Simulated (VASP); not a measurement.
Write the native input for VASP 6.6.1 that does the following.

```
Task                   : single point
Functional             : PBE
Potentials or basis    : VASP PAW PBE potentials, release 64 (Nd_3, S), 4f in core
Cutoff                 : 500 eV
k mesh                 : 4 × 4 × 4
Occupations            : gaussian, width 0.1 eV
Spin                   : no spin polarisation
Dipole correction      : no
Further INCAR settings : ALGO = Normal; EDIFF = 1e-06; NBANDS = 33
```

The structure of Nd4S lies in POSCAR:

```
Nd4S
1.0
   -3.3909227337      3.3909227337      3.3909227337
    3.3909227337     -3.3909227337      3.3909227337
    3.3909227337      3.3909227337     -3.3909227337
Nd S
4 1
Direct
    0.5000000000      0.5000000000      0.5000000000
    0.5000000000      0.0000000000      0.0000000000
    0.0000000000      0.0000000000      0.5000000000
    0.0000000000      0.5000000000      0.0000000000
    0.0000000000      0.0000000000      0.0000000000
```

The cell was generated, and may not be a known phase.

One way to write it, as run:

INCAR

```
SYSTEM = Nd4S
  ALGO = Normal
  EDIFF = 1E-6
  ENCUT = 500
  GGA = PE
  GGA_COMPAT = .False.
  ISIF = 2
  ISMEAR = 0
  LASPH = .True.
  LCHARG = .False.
  LMAXMIX = 6
  LREAL = .False.
  LWAVE = .False.
  NBANDS = 33
  NELM = 200
  PREC = Accurate
  SIGMA = 0.1
```

KPOINTS

```
k-points
0
Gamma
  4 4 4
  0 0 0
```

Potentials or basis: VASP PAW PBE potentials, release 64 (Nd_3, S), 4f in core.

Launch:

```console
$ cat potpaw_PBE.64/Nd_3/POTCAR potpaw_PBE.64/S/POTCAR > POTCAR
$ mpirun -np 1 vasp_std > vasp.out
```

It gave:

```yaml
Pressure: 0.4 GPa
Band_gap_on_the_k_mesh: zero (bands 25 and 26 overlap by 0.83 eV)
```

Caveat: spin-orbit coupling is left out, which moves the levels of the heavy elements; the 4f electrons are frozen in the core, so they carry no moment and show no levels; the run has no spin polarisation, though such a crystal can be magnetic.

Run time: 33 s on 1 thread of Intel(R) Xeon(R) 6975P-C (Granite Rapids), with other jobs on the host, peak memory 0.32 GiB.
